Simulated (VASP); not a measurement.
Wanted: the native input for a VASP 6.6.1 run.

| Quantity | Value |
| --- | --- |
| Task | relaxation of cell and atoms |
| Functional | PBE |
| Potentials or basis | VASP PAW PBE potentials, release 64 (Al, Ru_pv) |
| Cutoff | 600 eV |
| k mesh | 6 × 6 × 4 |
| Occupations | gaussian, width 0.1 eV |
| Spin | no spin polarisation |
| Dipole correction | no |
| Further INCAR settings | ALGO = Fast; EDIFF = 1e-06; IBRION = 2; EDIFFG = -0.04; NSW = 90; ISIF = 3 |

The structure of AlRu lies in POSCAR:

```
AlRu
1.0
    2.8469347900      0.0000000000      0.0000000000
    0.0000000000      2.8469347900      0.0000000000
    0.0000000000      0.0000000000      4.0123125700
Al Ru
1 1
Direct
    0.0000000000      0.0000000000      0.0000000000
    0.5000000000      0.5000000000      0.0000000000
```

These files were run (other wordings do the same):

INCAR

```
PREC = Accurate
ENCUT = 600
EDIFF = 1E-6
ISMEAR = 0
SIGMA = 0.1
LREAL = F
LASPH = T
NELM = 60
ALGO = Fast
ISIF = 3
LWAVE = F
LCHARG = F
GGA = PE
IBRION = 2
NSW = 90
EDIFFG = -0.04
```

KPOINTS

```
regular mesh
0
Gamma
  6 6 4
```

Potentials or basis: VASP PAW PBE potentials, release 64 (Al, Ru_pv).

Run with:

```console
$ cat potpaw_PBE.64/Al/POTCAR potpaw_PBE.64/Ru_pv/POTCAR > POTCAR
$ mpirun -np 1 vasp_std > vasp.out
```

Results of the run:

```yaml
Relaxed_volume: 16.19 Å³/atom
Relaxed_cell: a = 3.549 Å, b = 3.549 Å, c = 2.571 Å, α = 90.00°, β = 90.00°, γ = 90.00°
Space_group_after_relaxing_to_0.05_Å: P4/mmm (No. 123)
Energy_gained_by_relaxing: 2703.4 meV/atom
Ionic_steps: 21
Pressure_after_relaxing: 0.1 GPa
```

Caveat: the k points lie up to 0.61 Å⁻¹ apart in the final cell.

Run time: 110 s on 1 thread of Intel(R) Xeon(R) Platinum 8559C (Emerald Rapids) (shared host), peak memory 0.17 GiB.
